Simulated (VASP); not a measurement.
Wanted: the native input for a VASP 6.6.1 run.

```
Task                   : single point
Functional             : PBE
Potentials or basis    : VASP PAW PBE potentials, release 64 (Al, N)
Cutoff                 : 600 eV
k mesh                 : 8 × 8 × 8
Occupations            : gaussian, width 0.02 eV
Spin                   : no spin polarisation
Dipole correction      : no
Further INCAR settings : ALGO = Normal; EDIFF = 1e-06; NBANDS = 11
```

The structure of AlN (pbe) lies in POSCAR:

```
AlN
1.0
    0.0000000000      2.2012559908      2.2012559908
    2.2012559908      0.0000000000      2.2012559908
    2.2012559908      2.2012559908      0.0000000000
Al N
1 1
Direct
    0.0000000000      0.0000000000      0.0000000000
    0.2500000000      0.2500000000      0.2500000000
```

These files were run (other wordings do the same):

INCAR

```
  PREC = Accurate
  ENCUT = 600
  EDIFF = 1E-6
  ISMEAR = 0
  SIGMA = 0.02
  LREAL = False
  LASPH = True
  NELM = 120
  ALGO = Normal
  ISIF = 2
  LWAVE = False
  LCHARG = False
  GGA = PE
  NBANDS = 11
  GGA_COMPAT = False
```

KPOINTS

```
regular mesh
0
Gamma
  8 8 8
```

Potentials or basis: VASP PAW PBE potentials, release 64 (Al, N).

The run is started by

```console
$ cat potpaw_PBE.64/Al/POTCAR potpaw_PBE.64/N/POTCAR > POTCAR
$ mpirun -np 1 vasp_std > vasp.out
```

Results of the run:

| Quantity | Value |
| --- | --- |
| Pressure | -0.3 GPa |
| Band gap on the k mesh | 3.31 eV, indirect (least direct gap 3.99 eV) |

Run time: 9.3 s on 1 thread of Intel(R) Xeon(R) Platinum 8488C (Sapphire Rapids), with other jobs on the host, peak memory 0.15 GiB.
